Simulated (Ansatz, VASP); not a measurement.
# Ti: VASP beside Ansatz

INCAR

```
PREC = Accurate ; ENCUT = 520
EDIFF = 1E-6 ; ISMEAR = 0
SIGMA = 0.15 ; LREAL = False
LASPH = True ; NELM = 100
ALGO = Fast ; ISIF = 2
LWAVE = False ; LCHARG = True
GGA = PS ; LELF = True
LVHAR = True ; NBANDS = 19
```

KPOINTS

```
Automatic mesh
0
Gamma
  18 18 10
```

POSCAR

```
Ti
1.0
    2.9499978604      0.0000000000      0.0000000000
   -1.4749989302      2.5547730882      0.0000000000
    0.0000000000      0.0000000000      4.6860000000
Ti
2
Direct
    0.4214037773      0.8428075545      0.1539692702
    0.6666666667      0.3333333333      0.7500000000
```

Input for Ansatz:

```yaml
crystal:
  lattice:
    - [2.9499978604, 0.0, 0.0]
    - [-1.4749989302, 2.5547730882, 0.0]
    - [0.0, 0.0, 4.686]
  atoms:
    - { symbol: Ti, position: [0.4214037773, 0.8428075545, 0.1539692702] }
    - { symbol: Ti, position: [0.6666666667, 0.3333333333, 0.75] }
basis:
  ecutwfc: 420
kpoints:
  mp_grid: { grid: [18, 18, 10] }
hamiltonian:
  xc: pbesol
scf:
  occupations: { method: gaussian, width: 0.15 }
output:
  forces: true
  stress: true
  eigenvalues: true
```

Alike in both runs: task single point; functional PBEsol; k mesh 18 × 18 × 10; occupations gaussian, width 0.15 eV; no spin polarisation.

|  | VASP | Ansatz |
| --- | --- | --- |
| version | VASP 6.6.1 | Ansatz 0.2.0 |
| potentials or method | VASP PAW PBE potentials, release 64 (Ti_sv), cutoff 520 eV | scalar-relativistic, plane waves, PAW |
| valence electrons in the cell | 24 | 24 |

VASP gave:

| Item | Value |
| --- | --- |
| gap on the k mesh at the Fermi level (eV) | none |
| pressure (GPa) | 0.1 |
| traceless stress, the component that is largest in VASP (GPa) | -8.25 |
| rms of the force components (eV/Å) | 1.414 |

Question: Which values does Ansatz return?

Answer: gap on the k mesh at the Fermi level (eV): none; pressure (GPa): 0.2; traceless stress, the component that is largest in VASP (GPa): -8.07; rms of the force components (eV/Å): 1.386.

VASP's potentials were made for PBE, not for PBEsol. Atom by atom the forces differ by 0.033 eV/Å (rms over components). A gap of «none» marks a metal or a gap that the smearing closes. The functional is the same, so the differences come from potentials, cutoffs and numerics.
